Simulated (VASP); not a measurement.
TaN: single point with LDA

The system is TaN.

```xyz
4
Lattice="3.0601 0.0000 0.0000 -1.5301 2.6502 0.0000 0.0000 0.0000 4.9564" Properties=species:S:1:pos:R:3 pbc="T T T"
Ta    0.0000    1.7668    0.0000
Ta    1.5301    0.8834    2.4782
N     0.0000    1.7668    1.9082
N     1.5301    0.8834    4.3864
```

This cell differs from its parent crystal: volume scaled by 1.01.

```
Program             : VASP 6.6.1
Task                : single point
Functional          : LDA
Potentials or basis : VASP PAW LDA potentials, release 64 (Ta_pv, N)
Cutoff              : 520 eV
k mesh              : 9 × 9 × 5
Occupations         : fermi-dirac, width 0.03 eV
Spin                : no spin polarisation
```

```
Pressure               : 115.4 GPa
Largest force          : 2.212 eV/Å
Band gap on the k mesh : zero (band 16 reaches 10.05 eV, above the bottom of band 17 at 7.89 eV)
```

Forces in eV/Å, atoms in the order of the input:
```
Ta   0.000  0.000  2.212
Ta   0.000  0.000  2.212
N    0.000  0.000 -2.212
N    0.000  0.000 -2.212
```

Stress tensor (GPa, compression positive):
```
123.52   0.00   0.00
  0.00 123.52   0.00
  0.00   0.00  99.15
```

Levels at points of the mesh, in eV from the Fermi level:
```csv
k point,band 12,band 13,band 14,band 15,band 16,band 17,band 18,band 19,band 20,band 21
"(0.00, 0.00, 0.00)",-7.79,-7.79,-7.44,-0.87,-0.87,-0.20,2.14,2.59,2.59,4.54
```

Run time: 15 s on 1 thread of Intel(R) Xeon(R) Platinum 8488C (Sapphire Rapids), with other jobs on the host, peak memory 0.16 GiB.

Caveat: spin-orbit coupling is left out, which moves the levels of the heavy elements; forces of over 1 eV/Å act on the atoms, so gaps and moduli don't describe the material at rest.
